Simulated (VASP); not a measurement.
The system is Ge3P4.

```
Ge P
1.0
     9.93693    0.00000    0.00000
    -4.96846    8.60563    0.00000
     0.00000    0.00000    3.93882
Ge P
6 8
Direct
  0.82216 0.21487 0.75000
  0.60728 0.82216 0.25000
  0.21487 0.39272 0.25000
  0.78513 0.60728 0.75000
  0.39272 0.17784 0.75000
  0.17784 0.78513 0.25000
  0.66667 0.33333 0.75000
  0.33333 0.66667 0.25000
  0.60533 0.95811 0.75000
  0.64722 0.60533 0.25000
  0.95811 0.35278 0.25000
  0.04189 0.64722 0.75000
  0.39467 0.04189 0.25000
  0.35278 0.39467 0.75000
```

The cell was built from a structure type or drawn by symmetry, and may not be a known phase.

* Program: VASP 6.6.1
* Task: relaxation of cell and atoms
* Functional: PBE
* Potentials or basis: VASP PAW PBE potentials, release 64 (Ge_d, P)
* Cutoff: 500 eV
* k mesh: 6 × 6 × 10
* Occupations: gaussian, width 0.1 eV
* Spin: no spin polarisation

At the start: pressure -0.1 GPa; volume 24.06 Å³/atom.

Task: Where does the relaxation end?

Result: Over 13 steps the energy falls by 3.1 meV/atom and the volume is 24.12 Å³/atom (+0.3 %); space group P6_3/m (No. 176, to 0.1 Å) before and after.

Step by step:
```
step  energy change (eV)  largest force (eV/Å)  pressure (GPa)  volume (Å³)
   1              0.0000                0.1722           -0.12       336.82
   2             -0.0175                0.1269            0.08       335.93
   3             -0.0336                0.0571            0.55       333.89
   4             -0.0418                0.0633           -0.03       337.52
   5             -0.0418                0.0633           -0.02       337.42
   6             -0.0430                0.0237            0.00       337.60
   7             -0.0432                0.0152            0.01       337.70
   8             -0.0432                0.0157            0.00       337.70
   9             -0.0432                0.0116           -0.01       337.74
  10             -0.0433                0.0164           -0.01       337.76
  11             -0.0433                0.0149            0.00       337.76
  12             -0.0435                0.0109            0.00       337.73
  13             -0.0436                0.0063            0.00       337.68
```

Final structure:
```
Ge P
1.0
    10.03765    0.00000    0.00000
    -5.01882    8.69286    0.00000
     0.00000    0.00000    3.86996
Ge P
6 8
Cartesian
  7.1374 1.8805 2.9025
  1.9401 7.1214 0.9675
  0.1784 3.4520 0.9675
  4.8404 5.2409 2.9025
  3.0787 1.5714 2.9025
  -2.1186 6.8123 0.9675
  5.0188 2.8976 2.9025
  0.0000 5.7952 0.9675
  1.2603 8.3516 2.9025
  3.4352 5.2673 0.9675
  7.8628 3.0843 0.9675
  -2.8440 5.6086 2.9025
  3.7585 0.3413 0.9675
  1.5837 3.4256 2.9025
```
